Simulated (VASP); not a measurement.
A run of VASP 6.6.1:

Contents of INCAR:

```
  ALGO = Normal
  EDIFF = 1E-6
  ENCUT = 520
  GGA = PE
  ISIF = 2
  ISMEAR = 1
  LASPH = True
  LCHARG = True
  LELF = True
  LREAL = Auto
  LVHAR = True
  LWAVE = False
  NBANDS = 104
  NELM = 80
  PREC = Accurate
  SIGMA = 0.1
```

Contents of KPOINTS:

```
k-points
0
Gamma
  2 2 2
```

Contents of POSCAR:

```
Ti8Al23
1.0
    7.6895028900      0.0000000000      0.0000000000
    0.0000000000      7.6895028900      0.0000000000
    0.0000000000      0.0000000000      8.6237151300
Ti Al
8 23
Direct
    0.0002043045      0.0007330773     -0.0001324255
    0.2497360398      0.2498651769      0.4990240210
    0.0003112035      0.4984838493     -0.0002349335
    0.2514093600      0.7497471660      0.5009066203
    0.5001644521     -0.0011243900      0.0015016730
    0.7511740463      0.2498031443      0.4991697818
    0.5002509336      0.5005270243      0.0013642612
    0.7493489608      0.7498123198      0.5009647159
    0.0004287663     -0.0015153125      0.4999840481
    0.2512034949      0.2496691955      0.0059858192
    0.0005499705      0.2497784353      0.2520700147
    0.2505198356     -0.0000007803      0.7503492291
    0.0003627023      0.2497571075      0.7531393259
    0.2509032154      0.0001881786      0.2503358434
    0.0004047076      0.5011355162      0.5000573343
    0.2488668029      0.7497381928      0.0007390086
    0.0004071785      0.7496885146      0.2504420621
    0.2506169810      0.4994984793      0.7503008741
    0.0002576239      0.7497199861      0.7504270378
    0.2508162137      0.4995001699      0.2502516569
    0.5004389822      0.0007079781      0.4947787509
    0.7492251557      0.2496525494      0.0062398861
    0.7499826819      0.0002075557      0.7503382130
    0.5002453416      0.2497075594      0.7502922931
    0.7501488825      0.0001061187      0.2504332492
    0.5005298854      0.4989464280      0.4948688513
    0.7515973507      0.7496068449      0.0005414140
    0.5004737049      0.7496991785      0.2485355752
    0.7499079046      0.4994650571      0.7503861042
    0.5002952798      0.7498380692      0.7476702213
    0.7500560287      0.4993698624      0.2501755876
```

Potentials or basis: VASP PAW PBE potentials, release 64 (Ti_sv, Al).

Command:

```console
$ cat potpaw_PBE.64/Ti_sv/POTCAR potpaw_PBE.64/Al/POTCAR > POTCAR
$ mpirun -np 1 vasp_std > vasp.out
```

Hardware: 1 thread of Intel(R) Xeon(R) Platinum 8259CL CPU @ 2.50GHz (Skylake/Cascade Lake) (shared host).

Task: Estimate the wall time of this run.

Result: Run time: 14 min on 1 thread of Intel(R) Xeon(R) Platinum 8259CL CPU @ 2.50GHz (Skylake/Cascade Lake), on a shared host, peak memory 0.64 GiB. Counts: scf iterations 20, k points 8.
